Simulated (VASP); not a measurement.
# SnH2Br2 (P-3m1) in VASP: notebook, part 2 of 2

VASP 6.6.1. Earlier steps stand in the parts before.

### 3 Relaxation of cell and atoms, PBE

This run uses another cell than the first one, of 27.60 Å³/atom.

Input file INCAR:

```
PREC = Accurate ; ENCUT = 600
EDIFF = 1E-6 ; ISMEAR = 0
SIGMA = 0.1 ; LREAL = F
LASPH = T ; NELM = 60
ALGO = Normal ; ISIF = 3
LWAVE = F ; LCHARG = F
GGA = PE ; IBRION = 2
NSW = 90 ; EDIFFG = -0.04
```

Input file KPOINTS:

```
Automatic mesh
0
Gamma
  6 6 4
```

Input file POSCAR:

```
SnH2Br2
1.0
    4.6163940700      0.0000000000      0.0000000000
   -2.3081970400      3.9979145400      0.0000000000
    0.0000000000      0.0000000000      7.4775482900
Sn H Br
1 2 2
Direct
    0.0000000000      0.0000000000      0.0000000000
    0.3333333300      0.6666666700      0.6301000100
    0.6666666700      0.3333333300      0.3698999900
    0.3333333300      0.6666666700      0.2413000000
    0.6666666700      0.3333333300      0.7587000000
```

Potentials or basis: VASP PAW PBE potentials, release 64 (Sn_d, H, Br).

The run is started by

```sh
$ cat potpaw_PBE.64/Sn_d/POTCAR potpaw_PBE.64/H/POTCAR potpaw_PBE.64/Br/POTCAR > POTCAR
$ mpirun -np 1 vasp_std > vasp.out
```

OUTCAR:

```text
PREC = Accurate
   ENCUT = 600
   EDIFF = 1E-6
   ISMEAR = 0
   LREAL = F
   LASPH = T
   NELM = 60
   ISIF = 3
   GGA = PE
   IBRION = 2
   NSW = 90
   EDIFFG = -0.04

 ion  position               nearest neighbor table
   1  0.000  0.000  0.000-   4 3.22   5 3.22   5 3.22   4 3.22   5 3.22   4 3.22
   2  0.333  0.667  0.630-
   3  0.667  0.333  0.370-
   4  0.333  0.667  0.241-   1 3.22   1 3.22   1 3.22
   5  0.667  0.333  0.759-   1 3.22   1 3.22   1 3.22

  LATTYP: Found a hexagonal cell.
 ALAT       =     4.6163940700
 C/A-ratio  =     1.6197811921

  Lattice vectors:

 A1 = (   4.6163940700,   0.0000000000,   0.0000000000)
 A2 = (  -2.3081970400,   3.9979145400,   0.0000000000)
 A3 = (   0.0000000000,   0.0000000000,   7.4775482900)

Analysis of symmetry for initial positions (statically):
=====================================================================
 Subroutine PRICEL returns:
 Original cell was already a primitive cell.

 Routine SETGRP: Setting up the symmetry group for a
 hexagonal supercell.

 Subroutine GETGRP returns: Found 12 space group operations
 (whereof 12 operations were pure point group operations)
 out of a pool of 24 trial point group operations.

The static configuration has the point symmetry D_3d.

Analysis of symmetry for dynamics (positions and initial velocities):
=====================================================================
 Subroutine PRICEL returns:
 Original cell was already a primitive cell.

 Routine SETGRP: Setting up the symmetry group for a
 hexagonal supercell.

 Subroutine GETGRP returns: Found 12 space group operations
 (whereof 12 operations were pure point group operations)
 out of a pool of 24 trial point group operations.

The dynamic configuration has the point symmetry D_3d.

 Subroutine INISYM returns: Found 12 space group operations
 (whereof 12 operations are pure point group operations),
 and found     1 'primitive' translations

----------------------------------------------------------------------------------------

                                     Primitive cell

  volume of cell :     138.0052

  direct lattice vectors                    reciprocal lattice vectors
     4.616394070  0.000000000  0.000000000     0.216619289  0.125065205  0.000000000
    -2.308197040  3.997914540  0.000000000     0.000000000  0.250130409  0.000000000
     0.000000000  0.000000000  7.477548290     0.000000000  0.000000000  0.133733673

  length of vectors
     4.616394070  4.616394074  7.477548290     0.250130409  0.250130409  0.133733673

  position of ions in fractional coordinates (direct lattice)
     0.000000000  0.000000000  0.000000000
     0.333333330  0.666666670  0.630100010
     0.666666670  0.333333330  0.369899990
     0.333333330  0.666666670  0.241300000
     0.666666670  0.333333330  0.758700000

  ion indices of the primitive-cell ions
   primitive index   ion index
                 1           1
                 2           2
                 3           3
                 4           4
                 5           5

----------------------------------------------------------------------------------------
[... 26 lines left out ...]
            Coordinates               Weight
  0.000000  0.000000  0.000000      1.000000
  0.166667  0.000000  0.000000      6.000000
  0.333333  0.000000  0.000000      6.000000
  0.500000  0.000000  0.000000      3.000000
  0.166667  0.166667  0.000000      6.000000
  0.333333  0.166667  0.000000     12.000000
[... 16 lines left out ...]
  0.333333  0.166667  0.500000     12.000000
  0.333333  0.333333  0.500000      2.000000
   k-points           NKPTS =     24   k-points in BZ     NKDIM =     24   number of bands    NBANDS=     19
   number of dos      NEDOS =    301   number of ions     NIONS =      5
   total plane-waves  NPLWV =  96000
   dimension x,y,z NGX =    40 NGY =   40 NGZ =   60
   dimension x,y,z NGXF=    80 NGYF=   80 NGZF=  120
   ions per type =               1   2   2
   NGX,Y,Z   is equivalent  to a cutoff of  14.40, 14.40, 13.34 a.u.
   NGXF,Y,Z  is equivalent  to a cutoff of  28.81, 28.81, 26.68 a.u.
 SYSTEM =  unknown system
   PREC   = accura    normal or accurate (medium, high low for compatibility)
   ISTART =      0    job   : 0-new  1-cont  2-samecut
   ICHARG =      2    charge: 1-file 2-atom 10-const
   ISPIN  =      1    spin polarized calculation?
   LNONCOLLINEAR =      F non collinear calculations
   LSORBIT =      F    spin-orbit coupling
   LASPH  =      T    aspherical Exc in radial PAW
   ENCUT  =  600.0 eV  44.10 Ry    6.64 a.u.   9.22  9.22 14.93*2*pi/ulx,y,z
   NELM   =     60;   NELMIN=  2; NELMDL= -5     # of ELM steps
   EDIFF  = 0.1E-05   stopping-criterion for ELM
   LREAL  =      F    real-space projection
   EDIFFG = -.4E-01   stopping-criterion for IOM
   NSW    =     90    number of steps for IOM
   IBRION =      2    ionic relax: 0-MD 1-quasi-New 2-CG
   NFREE  =      1    steps in history (QN), initial steepest desc. (CG)
   ISIF   =      3    stress and relaxation
   ISYM   =      2    0-nonsym 1-usesym 2-fastsym
   POTIM  = 0.5000    time-step for ionic-motion
   TEBEG  =    0.0;   TEEND  =   0.0 temperature during run
   PSTRESS=    0.0 pullay stress
   NELECT =      30.0000    total number of electrons
   NUPDOWN=      -1.0000    fix difference up-down
   EMIN   =  10.00;   EMAX   =-10.00  energy-range for DOS
   EFERMI =   0.00;   METHOD = LEGACY
   ISMEAR =     0;   SIGMA  =   0.10  broadening in eV -4-tet -1-fermi 0-gaus
   EFERMI_NEDOS =   21; number of points for ismear=-14 and -15
   IALGO  =     38    algorithm
   IMIX   =      4    mixing-type and parameters
     AMIX     =   0.40;   BMIX     =  1.00
     AMIX_MAG =   1.60;   BMIX_MAG =  1.00
  volume/ion in A,a.u.               =      27.60       186.26
  Fermi-wavevector in a.u.,A,eV,Ry     =   0.984351  1.860154 13.183326  0.968947
  Thomas-Fermi vector in A             =   2.115577
   LORBIT       =      0    0 simple, 1 ext, 2 COOP (PROOUT), +10 PAW based schemes
   GGA     = PE    functional components
   LHFCALC =     F    Hartree Fock is set to
   AEXX    =    0.0000 exact exchange contribution
   IVDW    =     0    specifies the selected vdW correction
   LEPSILON=     F    determine dielectric tensor
   LRPA    =     F    only Hartree local field effects (RPA)
 conjugate gradient relaxation of ions
 non-spin polarized calculation
 Gauss-broadening in eV      SIGMA  =   0.10
  energy-cutoff  :      600.00
  volume of cell :      138.01
 maximum number of plane-waves:      4636
 NGX is ok and might be reduce to    40
   NGX = 19   NGY = 19   NGZ = 29

--------------------------------------- Ionic step        1  -------------------------------------------

 number of electron      29.9999995 magnetization

 Free energy of the ion-electron system (eV)
  ---------------------------------------------------
  ext. energy  EPLUGINS =         0.00000000
  ---------------------------------------------------
  free energy    TOTEN  =       -10.45639202 eV

  energy without entropy =      -10.42610119  energy(sigma->0) =      -10.44124660

------------------------ aborting loop because EDIFF is reached ----------------------------------------

  FORCE on cell =-STRESS in cart. coord.  units (eV):
  Direction    XX          YY          ZZ          XY          YZ          ZX
  --------------------------------------------------------------------------------------
  -------------------------------------------------------------------------------------
  Total       -3.5775780     -3.5775780     -3.9841593      0.0000000      0.0000000      0.0000000
  in kB      -41.5340317    -41.5340318    -46.2542524      0.0000001      0.0000000      0.0000000
  external PRESSURE =     -43.1074387 kB  Pullay stress =       0.0000000 kB
[... 98 lines left out ...]
  FREE ENERGIE OF THE ION-ELECTRON SYSTEM (eV)
  ---------------------------------------------------
  free  energy   TOTEN  =       -10.9294525663 eV

  energy  without entropy=      -10.9072528843  energy(sigma->0) =      -10.91835273

[... ionic steps 4 to 34 ...]

--------------------------------------- Ionic step       35  -------------------------------------------

 number of electron      30.0000005 magnetization

------------------------ aborting loop because EDIFF is reached ----------------------------------------
[... 73 lines left out ...]
--------------------------------------- Ionic step       37  -------------------------------------------

 number of electron      30.0000005 magnetization

 Free energy of the ion-electron system (eV)
  ---------------------------------------------------
  ext. energy  EPLUGINS =         0.00000000
  ---------------------------------------------------
  free energy    TOTEN  =       -11.51731464 eV

  energy without entropy =      -11.50971776  energy(sigma->0) =      -11.51351620

 E-fermi :   2.1461     XC(G=0):  -8.0038

 val. band max:        1.8943709160   @ k =   0.1667   0.1667   0.5000
 cond. band min:       2.2328678909   @ k =   0.3333   0.1667   0.0000
 fundamental gap:      0.3384969750
 Fermi energy:         2.1460925447

 k-point     1 :       0.0000    0.0000    0.0000
  band No.  band energies     occupation
      1     -19.8905      2.00000
      2     -19.8905      2.00000
      3     -19.8797      2.00000
      4     -19.8735      2.00000
      5     -19.8735      2.00000
      6     -13.8523      2.00000
[... 549 lines left out ...]
  FREE ENERGIE OF THE ION-ELECTRON SYSTEM (eV)
  ---------------------------------------------------
  free  energy   TOTEN  =       -11.5173146374 eV

  energy  without entropy=      -11.5097177636  energy(sigma->0) =      -11.51351620

 reached required accuracy - stopping structural energy minimisation
```

OSZICAR:

```text
N       E                     dE             d eps       ncg     rms          rms(c)
DAV:   1     0.244477368104E+03    0.24448E+03   -0.14217E+04   912   0.167E+03
DAV:   2     0.194140062941E+02   -0.22506E+03   -0.21820E+03  1089   0.370E+02
DAV:   3    -0.962081994285E+01   -0.29035E+02   -0.28173E+02  1158   0.128E+02
DAV:   4    -0.110112441336E+02   -0.13904E+01   -0.13619E+01  1017   0.296E+01
[... 361 lines left out ...]
DAV:   1    -0.115171157944E+02   -0.69542E-03   -0.86751E-02   912   0.161E+00    0.966E-02
DAV:   2    -0.115173279444E+02   -0.21215E-03   -0.25979E-03   978   0.303E-01    0.285E-02
DAV:   3    -0.115173196878E+02    0.82566E-05   -0.32970E-05  1158   0.573E-02    0.234E-02
DAV:   4    -0.115173149111E+02    0.47767E-05   -0.13491E-05   972   0.257E-02    0.115E-02
DAV:   5    -0.115173146374E+02    0.27374E-06   -0.33413E-06   888   0.117E-02
  37 F= -.11517315E+02 E0= -.11513516E+02  d E =-.894618E-03
```

Wall time 19 min (1 thread of Intel Xeon 6975P-C (Granite Rapids), shared host); peak memory 0.37 GiB.

Results:

```yaml
Free_energy: -11.5173 eV
Relaxed_volume: 23.59 Å³/atom
Relaxed_cell: a = 4.344 Å, b = 4.344 Å, c = 7.218 Å, α = 90.00°, β = 90.00°, γ = 120.00°
Space_group_after_relaxing_to_0.1_Å: P-3m1 (No. 164)
Energy_gained_by_relaxing: 212.2 meV/atom
Ionic_steps: 37
Pressure_after_relaxing: -0.2 GPa
Largest_force_after_relaxing: 0.037 eV/Å
Band_gap_on_the_k_mesh: zero (bands 15 and 16 overlap by 1.43 eV)
```

Forces in eV/Å, atoms in the order of the input:
```
Sn   0.000  0.000  0.000
H    0.000  0.000  0.037
H    0.000  0.000 -0.037
Br   0.000  0.000 -0.036
Br   0.000  0.000  0.036
```

The path:
| step | energy change (eV) | largest force (eV/Å) | pressure (GPa) | volume (Å³) |
| --- | --- | --- | --- | --- |
| 1 | 0.0000 | 0.3540 | -4.31 | 138.01 |
| 2 | -0.3398 | 0.2434 | -2.84 | 123.70 |
| 3 | -0.4731 | 0.3606 | -0.64 | 112.24 |
| 4 | -0.4768 | 0.4590 | -0.01 | 109.86 |
| 5 | -0.4769 | 0.4371 | -0.15 | 110.38 |
| 6 | -0.5101 | 0.4021 | -0.13 | 109.14 |
| 7 | -0.5918 | 0.2574 | 0.10 | 105.42 |
| 8 | -0.6289 | 0.2416 | 1.54 | 98.10 |
| 9 | -0.6387 | 0.2158 | 0.91 | 100.52 |
| 10 | -0.6648 | 0.2855 | -0.45 | 104.42 |
| 11 | -0.6654 | 0.2889 | -0.66 | 105.09 |
| 12 | -0.6854 | 0.3077 | -0.85 | 105.68 |
| 13 | -0.7364 | 0.3127 | -1.43 | 107.44 |
| 14 | -0.7630 | 0.3567 | -2.35 | 110.86 |
| 15 | -0.7659 | 0.3527 | -2.12 | 109.87 |
| 16 | -0.7834 | 0.3323 | -1.99 | 109.39 |
| 17 | -0.8281 | 0.2659 | -1.59 | 107.97 |
| 18 | -0.8770 | 0.0973 | -0.66 | 105.14 |
| 19 | -0.8797 | 0.0492 | -0.29 | 104.18 |
| 20 | -0.9025 | 0.0463 | -0.08 | 103.79 |
| 21 | -0.9561 | 0.0367 | 0.67 | 102.53 |
| 22 | -0.9609 | 0.0827 | 2.74 | 99.72 |
| 23 | -0.9782 | 0.0372 | 1.74 | 101.02 |
| 24 | -1.0026 | 0.0395 | 1.16 | 103.11 |
| 25 | -1.0220 | 0.1821 | 0.20 | 107.17 |
| 26 | -1.0221 | 0.1929 | 0.13 | 107.49 |
| 27 | -1.0267 | 0.1754 | 0.07 | 108.02 |
| 28 | -1.0371 | 0.1235 | -0.08 | 109.63 |
| 29 | -1.0442 | 0.0592 | -0.34 | 112.90 |
| 30 | -1.0483 | 0.0550 | 0.02 | 112.55 |
| 31 | -1.0489 | 0.0773 | 0.26 | 112.34 |
| 32 | -1.0525 | 0.0538 | 0.20 | 113.16 |
| 33 | -1.0579 | 0.0517 | 0.09 | 115.58 |
| 34 | -1.0581 | 0.0518 | 0.08 | 116.05 |
| 35 | -1.0597 | 0.0465 | -0.11 | 117.09 |
| 36 | -1.0600 | 0.0474 | -0.26 | 117.93 |
| 37 | -1.0609 | 0.0366 | -0.22 | 117.97 |

Final structure:
```
CELL_PARAMETERS angstrom
4.34404 0.00000 0.00000
-2.17202 3.76205 0.00000
0.00000 0.00000 7.21834
ATOMIC_POSITIONS crystal
Sn 0.00000 0.00000 0.00000
H 0.33333 0.66667 0.78012
H 0.66667 0.33333 0.21988
Br 0.33333 0.66667 0.23022
Br 0.66667 0.33333 0.76978
```

Levels at points of the mesh, in eV from the Fermi level:
| k point | band 11 | band 12 | band 13 | band 14 | band 15 | band 16 | band 17 | band 18 | band 19 |
| --- | --- | --- | --- | --- | --- | --- | --- | --- | --- |
| (0.00, 0.00, 0.00) | -3.34 | -3.34 | -3.06 | -2.67 | -2.20 | -0.36 | 2.01 | 2.01 | 3.01 |
| (0.50, 0.00, 0.00) | -4.17 | -3.62 | -3.34 | -2.96 | -0.58 | 0.57 | 2.72 | 3.04 | 3.25 |
| (0.00, 0.00, 0.50) | -3.42 | -3.31 | -3.31 | -2.20 | -2.11 | -0.46 | 1.97 | 1.97 | 2.98 |
| (0.50, 0.00, 0.50) | -3.96 | -3.43 | -3.40 | -3.21 | -0.48 | 0.66 | 2.60 | 2.82 | 3.16 |

Caveat: spin-orbit coupling is left out, which moves the levels of the heavy elements; this functional lacks dispersion, which binds layers or chains, so the pressure and a relaxed spacing across them are unreliable.

### 4 Relaxation of cell and atoms, PBE

This run uses another cell than the first one, of 24.39 Å³/atom.

Input file INCAR:

```
  PREC = Accurate
  ENCUT = 600
  EDIFF = 1E-6
  ISMEAR = 0
  SIGMA = 0.1
  LREAL = False
  LASPH = True
  NELM = 80
  ALGO = Normal
  ISIF = 3
  LWAVE = False
  LCHARG = False
  GGA = PE
  IBRION = 2
  NSW = 100
  EDIFFG = -0.01
```

Input file KPOINTS:

```
regular mesh
0
Gamma
  12 12 6
```

Input file POSCAR:

```
SnH2Br2
1.0
    4.3368472802      0.0000000000      0.0000000000
   -2.1684236401      3.7558199170      0.0000000000
    0.0000000000      0.0000000000      7.4859323934
Sn H Br
1 2 2
Direct
    0.0000000000      0.0000000000      0.0000000000
    0.3333333333      0.6666666667      0.7939831295
    0.6666666667      0.3333333333      0.2060168705
    0.3333333333      0.6666666667      0.2207314597
    0.6666666667      0.3333333333      0.7792685403
```

The run is started by

```sh
$ cat potpaw_PBE.64/Sn_d/POTCAR potpaw_PBE.64/H/POTCAR potpaw_PBE.64/Br/POTCAR > POTCAR
$ mpirun -np 1 vasp_std > vasp.out
```

It took 5.5 min on 1 thread of Intel Xeon 6975P-C (Granite Rapids), shared host; peak memory 0.5 GiB.

The run converged. Its results:

```yaml
Free_energy: -11.5044 eV
Relaxed_volume: 24.38 Å³/atom
Relaxed_cell: a = 4.318 Å, b = 4.318 Å, c = 7.551 Å, α = 90.00°, β = 90.00°, γ = 120.00°
Space_group_after_relaxing_to_0.1_Å: P-3m1 (No. 164)
Energy_gained_by_relaxing: 0.4 meV/atom
Ionic_steps: 5
Pressure_after_relaxing: 0.0 GPa
Largest_force_after_relaxing: 0.010 eV/Å
Band_gap_on_the_k_mesh: zero (bands 15 and 16 overlap by 1.59 eV)
```

Forces on the atoms (eV/Å):
```
Sn   0.000  0.000  0.000
H    0.000  0.000  0.010
H    0.000  0.000 -0.010
Br   0.000  0.000  0.005
Br   0.000  0.000 -0.005
```

The path:
```csv
step,energy change (eV),largest force (eV/Å),pressure (GPa),volume (Å³)
1,0.0000,0.0632,0.03,121.93
2,-0.0008,0.0495,0.01,122.00
3,-0.0020,0.0113,-0.05,122.21
4,-0.0020,0.0121,-0.08,122.27
5,-0.0021,0.0098,0.01,121.92
```

Final structure:
```
Sn H Br
1.0
     4.31777    0.00000    0.00000
    -2.15888    3.73929    0.00000
     0.00000    0.00000    7.55147
Sn H Br
1 2 2
Cartesian
  0.0000 0.0000 7.5515
  0.0000 2.4929 5.9986
  2.1589 1.2464 1.5529
  0.0000 2.4929 1.6821
  2.1589 1.2464 5.8694
```

Levels at points of the mesh, in eV from the Fermi level:
```csv
k point,band 11,band 12,band 13,band 14,band 15,band 16,band 17,band 18,band 19
"(0.00, 0.00, 0.00)",-3.16,-3.16,-3.02,-2.39,-2.08,-0.21,2.19,2.19,3.24
"(0.50, 0.00, 0.00)",-4.01,-3.47,-3.20,-2.84,-0.41,0.69,2.88,3.11,3.47
"(0.00, 0.00, 0.50)",-3.24,-3.14,-3.14,-2.10,-1.99,-0.26,2.17,2.17,3.19
"(0.50, 0.00, 0.50)",-3.88,-3.35,-3.23,-3.01,-0.36,0.74,2.79,2.95,3.41
```

Caveat: spin-orbit coupling is left out, which moves the levels of the heavy elements; this functional lacks dispersion, which binds layers or chains, so the pressure and a relaxed spacing across them are unreliable.

### 5 Overview

| task | cell | k mesh | cutoff (eV) | gap on the mesh (eV) | pressure (GPa) | relaxed volume (Å³/atom) | largest force (eV/Å) |
| --- | --- | --- | --- | --- | --- | --- | --- |
| single point | a = 4.322, b = 4.322, c = 7.497 Å, angles 90.0, 90.0, 120.0°, 5 atoms, atomic positions A | 12 × 12 × 6 | 520 | none | 0.0 | - | - |
| relaxation of cell and atoms | relaxed from a = 4.616, b = 4.616, c = 7.478 Å, angles 90.0, 90.0, 120.0°, 5 atoms, atomic positions B | 6 × 6 × 4 | 600 | none | -0.2 | 23.59 | 0.04 |
| relaxation of cell and atoms | relaxed from a = 4.337, b = 4.337, c = 7.486 Å, angles 90.0, 90.0, 120.0°, 5 atoms, atomic positions C | 12 × 12 × 6 | 600 | none | 0.0 | 24.38 | 0.01 |

Alike in all rows: level PBE; potentials or basis VASP PAW PBE potentials, release 64 (Sn_d, H, Br); no spin polarisation; smearing gaussian 0.1 eV.

Caveats: spin-orbit coupling is left out, which moves the levels of the heavy elements; this functional lacks dispersion, which binds layers or chains, so the pressure and a relaxed spacing across them are unreliable.

Total energies depend on the potentials used, so only differences within one code and one set of settings carry meaning.

The gap in the log of VASP goes by the Fermi energy; the results here count the filled bands.